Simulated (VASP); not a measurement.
Input of a VASP 6.6.1 run:

The input INCAR:

```
PREC = Accurate
ENCUT = 520
EDIFF = 1E-6
ISMEAR = 0
SIGMA = 0.1
LREAL = F
LASPH = T
NELM = 100
ALGO = Fast
ISIF = 2
LWAVE = F
LCHARG = F
GGA = PE
NBANDS = 18
ISYM = 0
```

The input KPOINTS:

```
regular mesh
0
Gamma
  9 4 12
```

POSCAR

```
Na
1.0
    3.7613360301      0.0000000000      0.0000000000
    0.0000000000     10.0007888818      0.0000000000
    1.8806680150      1.2973603538      2.9519553110
Na
3
Direct
    0.0000000000      0.0000000000      0.0000000000
    0.4411856164      0.6666949405      0.1176287672
    0.5588143836      0.3333050595      0.8823712328
```

Potentials or basis: VASP PAW PBE potentials, release 64 (Na_pv).

Run with:

```sh
$ cat potpaw_PBE.64/Na_pv/POTCAR > POTCAR
$ mpirun -np 1 vasp_std > vasp.out
```

Question: Estimate the band gap on the k mesh.

Answer: Zero (an odd number of electrons rules out a gap without spin polarisation).

Question: What does it give for the pressure?

Answer: 0.0 GPa.

Stress tensor (GPa, compression positive):
```
-0.06  0.03  0.08
 0.03  0.01 -0.05
 0.08 -0.05  0.04
```
